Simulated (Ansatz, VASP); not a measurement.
## Al2Pt in VASP and in Ansatz

```
CELL_PARAMETERS angstrom
4.15886 0.00000 0.00000
0.00000 4.05847 2.87057
0.00000 -4.05847 2.87057
ATOMIC_POSITIONS crystal
Al 0.00000 0.59760 0.59760
Al 0.00000 0.36350 0.03361
Al 0.00000 0.03361 0.36350
Al 0.50000 0.92342 0.92342
Pt 0.50000 0.35027 0.73198
Pt 0.50000 0.73198 0.35027
```

Change from the starting cell: the structure that the rattled cell fell into.

Alike in both runs: functional PBE; k mesh 10 × 8 × 8; occupations gaussian, width 0.1 eV; no spin polarisation.

Ansatz relaxed the structure, and its values are those at the end. VASP's run is a single point on that final structure, the one shown.

```csv
,VASP,Ansatz
version,VASP 6.6.1,Ansatz 0.2.0
potentials or method,"VASP PAW PBE potentials, release 64 (Al, Pt), cutoff 520 eV","scalar-relativistic, plane waves, PAW"
valence electrons in the cell,32,48
```

```tsv
	VASP	Ansatz	Ansatz less VASP
gap on the k mesh at the Fermi level (eV)	none	none	-
pressure (GPa)	-0.1	0.0	+0.14
```

A gap of «none» marks a metal or a gap that the smearing closes. VASP's potentials hold 32 valence electrons a cell and Ansatz's 48, so a difference there can come from the potentials and not from the codes.

Spin-orbit coupling is off throughout.
